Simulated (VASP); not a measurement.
# PdPt (R-3m) in VASP: electric field gradients with LDA

Aim: the electric field gradients of PdPt with LDA.

Everything below comes from runs of VASP 6.6.1. Logs are shortened: lines on timing, memory, paths and dates and some standing lists are left out, and cuts for length are marked.

## (1) The cell of the first run

The structure is trigonal, space group R-3m (No. 166). Conventional cell: a = 2.343 Å, b = 2.343 Å, c = 11.444 Å, α = 90.00°, β = 90.00°, γ = 120.00°. Pd (site symmetry -3m) has 6 Pt at 2.34 Å and 6 Pd at 2.34 Å within 3.1 Å. Within 3.1 Å of Pt (site symmetry -3m) lie 6 Pd at 2.34 Å and 6 Pt at 2.34 Å.

## (2) Electric field gradients, LDA (9.07 Å³/atom)

The input, INCAR:

```
SYSTEM = PdPt
ALGO = Normal
EDIFF = 1E-8
ENCUT = 470
GGA = CA
GGA_COMPAT = .False.
ISIF = 2
ISMEAR = -1
LASPH = .True.
LCHARG = .False.
LEFG = .True.
LREAL = .False.
LWAVE = .False.
NBANDS = 25
NELM = 120
PREC = Accurate
SIGMA = 0.05
```

The input, KPOINTS:

```
k-points
0
Gamma
  15 15 15
  0 0 0
```

The input, POSCAR:

```
PdPt
1.0
    1.1716657329      0.6764615263      3.8145203192
   -1.1716657329      0.6764615263      3.8145203192
    0.0000000000     -1.3529230526      3.8145203192
Pd Pt
1 1
Direct
    0.0000000000      0.0000000000      0.0000000000
    0.5000000000      0.5000000000      0.5000000000
```

Potentials or basis: VASP PAW LDA potentials, release 64 (Pd_sv_GW, Pt_sv_GW).

Launch:

```sh
cat potpaw_LDA.64/Pd_sv_GW/POTCAR potpaw_LDA.64/Pt_sv_GW/POTCAR > POTCAR
mpirun -np 1 vasp_std > vasp.out
```

OUTCAR:

```text
SYSTEM = PdPt
   EDIFF = 1E-8
   ENCUT = 470
   GGA = CA
   ISIF = 2
   ISMEAR = -1
   LASPH = .True.
   LREAL = .False.
   NELM = 120
   PREC = Accurate

 ion  position               nearest neighbor table
   1  0.000  0.000  0.000-   2 2.34   2 2.34   2 2.34   2 2.34   2 2.34   2 2.34
   2  0.500  0.500  0.500-   1 2.34   1 2.34   1 2.34   1 2.34   1 2.34   1 2.34

  LATTYP: Found a trigonal (rhomboedric) cell.
 ALAT       =     4.0473406148
 COS(alpha) =     0.8323907656

  Lattice vectors:

 A1 = (   1.1716657329,   0.6764615263,   3.8145203192)
 A2 = (  -1.1716657329,   0.6764615263,   3.8145203192)
 A3 = (   0.0000000000,  -1.3529230526,   3.8145203192)

Analysis of symmetry for initial positions (statically):
=====================================================================
 Subroutine PRICEL returns:
 Original cell was already a primitive cell.

 Routine SETGRP: Setting up the symmetry group for a
 trigonal (rhombohedral) supercell.

 Subroutine GETGRP returns: Found 12 space group operations
 (whereof 12 operations were pure point group operations)
 out of a pool of 12 trial point group operations.

The static configuration has the point symmetry D_3d.

Analysis of symmetry for dynamics (positions and initial velocities):
=====================================================================
 Subroutine PRICEL returns:
 Original cell was already a primitive cell.

 Routine SETGRP: Setting up the symmetry group for a
 trigonal (rhombohedral) supercell.

 Subroutine GETGRP returns: Found 12 space group operations
 (whereof 12 operations were pure point group operations)
 out of a pool of 12 trial point group operations.

The dynamic configuration has the point symmetry D_3d.

 Subroutine INISYM returns: Found 12 space group operations
 (whereof 12 operations are pure point group operations),
 and found     1 'primitive' translations

----------------------------------------------------------------------------------------

                                     Primitive cell

  volume of cell :      18.1400

  direct lattice vectors                    reciprocal lattice vectors
     1.171665733  0.676461526  3.814520319     0.426742872  0.246380112  0.087385387
    -1.171665733  0.676461526  3.814520319    -0.426742872  0.246380112  0.087385387
     0.000000000 -1.352923053  3.814520319     0.000000000 -0.492760224  0.087385387

  length of vectors
     4.047340615  4.047340615  4.047340615     0.500448643  0.500448643  0.500448643

  position of ions in fractional coordinates (direct lattice)
     0.000000000  0.000000000  0.000000000
     0.500000000  0.500000000  0.500000000

  ion indices of the primitive-cell ions
   primitive index   ion index
                 1           1
                 2           2

----------------------------------------------------------------------------------------

 KPOINTS: k-points

Automatic generation of k-mesh.
 Grid dimensions read from file:
 generate k-points for:   15   15   15

 Generating k-lattice:

  Cartesian coordinates                     Fractional coordinates (reciprocal lattice)
     0.028449525  0.016425341  0.005825692     0.066666667 -0.000000000  0.000000000
    -0.028449525  0.016425341  0.005825692    -0.000000000  0.066666667  0.000000000
     0.000000000 -0.032850682  0.005825692     0.000000000  0.000000000  0.066666667

  Length of vectors
     0.033363243  0.033363243  0.033363243

  Shift w.r.t. Gamma in fractional coordinates (k-lattice)
     0.000000000  0.000000000  0.000000000

 Subroutine IBZKPT returns following result:
 ===========================================

 Found    344 irreducible k-points:

 Following reciprocal coordinates:
            Coordinates               Weight
  0.000000  0.000000  0.000000      1.000000
  0.066667 -0.000000  0.000000      6.000000
  0.133333  0.000000  0.000000      6.000000
  0.200000  0.000000  0.000000      6.000000
  0.266667  0.000000  0.000000      6.000000
  0.333333  0.000000 -0.000000      6.000000
[... 16 lines left out ...]
  0.133333  0.133333  0.000000      6.000000
  0.200000  0.133333  0.000000     12.000000
 [... further k-points ...]
   k-points           NKPTS =    344   k-points in BZ     NKDIM =    344   number of bands    NBANDS=     25
   number of dos      NEDOS =    301   number of ions     NIONS =      2
   total plane-waves  NPLWV =  27000
   dimension x,y,z NGX =    30 NGY =   30 NGZ =   30
   dimension x,y,z NGXF=    60 NGYF=   60 NGZF=   60
   ions per type =               1   1
   NGX,Y,Z   is equivalent  to a cutoff of  12.32, 12.32, 12.32 a.u.
   NGXF,Y,Z  is equivalent  to a cutoff of  24.65, 24.65, 24.65 a.u.
 SYSTEM =  PdPt
   PREC   = accura    normal or accurate (medium, high low for compatibility)
   ISTART =      0    job   : 0-new  1-cont  2-samecut
   ICHARG =      2    charge: 1-file 2-atom 10-const
   ISPIN  =      1    spin polarized calculation?
   LNONCOLLINEAR =      F non collinear calculations
   LSORBIT =      F    spin-orbit coupling
   LASPH  =      T    aspherical Exc in radial PAW
   ENCUT  =  470.0 eV  34.54 Ry    5.88 a.u.   7.15  7.15  7.15*2*pi/ulx,y,z
   NELM   =    120;   NELMIN=  2; NELMDL= -5     # of ELM steps
   EDIFF  = 0.1E-07   stopping-criterion for ELM
   LREAL  =      F    real-space projection
   EDIFFG = 0.1E-06   stopping-criterion for IOM
   NSW    =      0    number of steps for IOM
   IBRION =     -1    ionic relax: 0-MD 1-quasi-New 2-CG
   NFREE  =      0    steps in history (QN), initial steepest desc. (CG)
   ISIF   =      2    stress and relaxation
   ISYM   =      2    0-nonsym 1-usesym 2-fastsym
   POTIM  = 0.5000    time-step for ionic-motion
   TEBEG  =    0.0;   TEEND  =   0.0 temperature during run
   PSTRESS=    0.0 pullay stress
   NELECT =      36.0000    total number of electrons
   NUPDOWN=      -1.0000    fix difference up-down
   EMIN   =  10.00;   EMAX   =-10.00  energy-range for DOS
   EFERMI =   0.00;   METHOD = LEGACY
   ISMEAR =    -1;   SIGMA  =   0.05  broadening in eV -4-tet -1-fermi 0-gaus
   EFERMI_NEDOS =   21; number of points for ismear=-14 and -15
   IALGO  =     38    algorithm
   IMIX   =      4    mixing-type and parameters
     AMIX     =   0.40;   BMIX     =  1.00
     AMIX_MAG =   1.60;   BMIX_MAG =  1.00
  volume/ion in A,a.u.               =       9.07        61.21
  Fermi-wavevector in a.u.,A,eV,Ry     =   2.057294  3.887722 57.586087  4.232458
  Thomas-Fermi vector in A             =   3.058455
   LORBIT       =      0    0 simple, 1 ext, 2 COOP (PROOUT), +10 PAW based schemes
   GGA     = CA    functional components
   LHFCALC =     F    Hartree Fock is set to
   AEXX    =    0.0000 exact exchange contribution
   IVDW    =     0    specifies the selected vdW correction
   LEPSILON=     F    determine dielectric tensor
   LRPA    =     F    only Hartree local field effects (RPA)
 non-spin polarized calculation
  energy-cutoff  :      470.00
  volume of cell :       18.14
 maximum number of plane-waves:       432
 NGX is ok and might be reduce to    30
   NGX = 15   NGY = 15   NGZ = 15

 number of electron      35.9999998 magnetization

 Free energy of the ion-electron system (eV)
  ---------------------------------------------------
  ext. energy  EPLUGINS =         0.00000000
  ---------------------------------------------------
  free energy    TOTEN  =        -3.66215160 eV

  energy without entropy =       -3.64794730  energy(sigma->0) =       -3.65504945

 E-fermi :  20.3899     XC(G=0): -17.5876

 val. band max:       20.3857164752   @ k =  -0.3333  -0.4000   0.1333
 cond. band min:      20.3903408911   @ k =  -0.3333  -0.4667   0.2667
 fundamental gap:      0.0046244159
 Fermi energy:        20.3898878716

 k-point     1 :       0.0000    0.0000    0.0000
  band No.  band energies     occupation
      1     -80.0532      2.00000
      2     -65.7851      2.00000
      3     -35.2756      2.00000
      4     -33.7988      2.00000
      5     -33.7988      2.00000
      6     -31.6201      2.00000
[... 17 lines left out ...]
     24      41.5912      0.00000
     25      41.6736      0.00000

 k-point     2 :       0.0667   -0.0000    0.0000
  band No.  band energies     occupation
      1     -80.0437      2.00000
      2     -65.7728      2.00000
      3     -35.2466      2.00000
      4     -33.8976      2.00000
      5     -33.8213      2.00000
      6     -31.6295      2.00000
[... 17 lines left out ...]
     24      40.8873      0.00000
     25      41.8863      0.00000
[... 586 lines left out ...]
     24      38.8481      0.00000
     25      43.0761      0.00000

 k-point    24 :       0.2000    0.1333    0.0000
  band No.  band energies     occupation
      1     -79.9897      2.00000
      2     -65.7053      2.00000
      3     -35.0697      2.00000
      4     -34.3985      2.00000
      5     -33.9556      2.00000
      6     -31.7141      2.00000
[... 17 lines left out ...]
     24      38.3900      0.00000
     25      42.0557      0.00000

 [... further k-points ...]
[... 5 lines left out ...]
  --------------------------------------------------------------------------------------
  -------------------------------------------------------------------------------------
  Total       46.0972764     46.0972764     46.0574220     -0.0000000     -0.0000000      0.0000000
  in kB     4071.4380954   4071.4380955   4067.9180507     -0.0000000     -0.0000000      0.0000000
  external PRESSURE =    4070.2647472 kB  Pullay stress =       0.0000000 kB

 VOLUME and BASIS-vectors are now :
 -----------------------------------------------------------------------------
  energy-cutoff  :      470.00
  volume of cell :       18.14
      direct lattice vectors                 reciprocal lattice vectors
     1.171665733  0.676461526  3.814520319     0.426742872  0.246380112  0.087385387
    -1.171665733  0.676461526  3.814520319    -0.426742872  0.246380112  0.087385387
     0.000000000 -1.352923053  3.814520319     0.000000000 -0.492760224  0.087385387

 POSITION                                       TOTAL-FORCE (eV/Angst)
 -----------------------------------------------------------------------------------
      0.00000      0.00000      0.00000         0.000000      0.000000      0.000000
      0.00000      0.00000      5.72178         0.000000     -0.000000     -0.000000
 -----------------------------------------------------------------------------------
    total drift:                               -0.000000      0.000000      0.000000

  FREE ENERGIE OF THE ION-ELECTRON SYSTEM (eV)
  ---------------------------------------------------
  free  energy   TOTEN  =        -3.6621516045 eV

  energy  without entropy=       -3.6479473045  energy(sigma->0) =       -3.65504945

 Electric field gradients (V/A^2)
---------------------------------------------------------------------
 ion       V_xx      V_yy      V_zz      V_xy      V_xz      V_yz
---------------------------------------------------------------------
   1       2.276     2.276    -4.552     0.000     0.000     0.000
   2     -23.801   -23.801    47.601    -0.000    -0.000     0.000
---------------------------------------------------------------------

 Electric field gradients after diagonalization (V/A^2)
 (convention: |V_zz| > |V_xx| > |V_yy|)
----------------------------------------------------------------------
 ion       V_xx      V_yy      V_zz     asymmetry (V_yy - V_xx)/ V_zz
----------------------------------------------------------------------
   1       2.276     2.276    -4.552       0.000
   2     -23.801   -23.801    47.601       0.000
----------------------------------------------------------------------

           NMR quadrupolar parameters

 Cq : quadrupolar parameter    Cq=e*Q*V_zz/h
 eta: asymmetry parameters     (V_yy - V_xx)/ V_zz
 Q  : nuclear electric quadrupole moment in mb (millibarn)
----------------------------------------------------------------------
 ion       Cq(MHz)       eta       Q (mb)
----------------------------------------------------------------------
   1      -0.011       0.000       1.000
   2       0.115       0.000       1.000
----------------------------------------------------------------------
```

Wall time 3.2 min (1 thread of Intel Xeon 6975P-C (Granite Rapids), shared host); peak memory 0.31 GiB.

What came out:

| Item | Value |
| --- | --- |
| Free energy | -3.6622 eV |
| Pressure | 407.0 GPa |
| Band gap on the k mesh | zero (bands 18 and 19 overlap by 3.66 eV) |
| Largest electric field gradient by atom | Pd -4.6; Pt +47.6 V/Å² |

Stress tensor (GPa, compression positive):
```
407.14   0.00   0.00
  0.00 407.14   0.00
  0.00   0.00 406.79
```

Levels at points of the mesh, in eV from the Fermi level:
| k point | band 16 | band 17 | band 18 | band 19 | band 20 | band 21 |
| --- | --- | --- | --- | --- | --- | --- |
| (0.00, 0.00, 0.00) | -3.12 | -3.12 | -0.92 | 0.17 | 0.17 | 12.33 |

Electric field gradients, principal values (V/Å²):
| atom | least | middle | greatest (by size) |
| --- | --- | --- | --- |
| 1 Pd | 2.276 | 2.276 | -4.552 |
| 2 Pt | -23.801 | -23.801 | 47.601 |

Caveat: the cell stands under pressure; without QUAD_EFG the Cq values of the log hold for a quadrupole moment of 1 mb, not for the nuclei; spin-orbit coupling is left out, which moves the levels of the heavy elements.
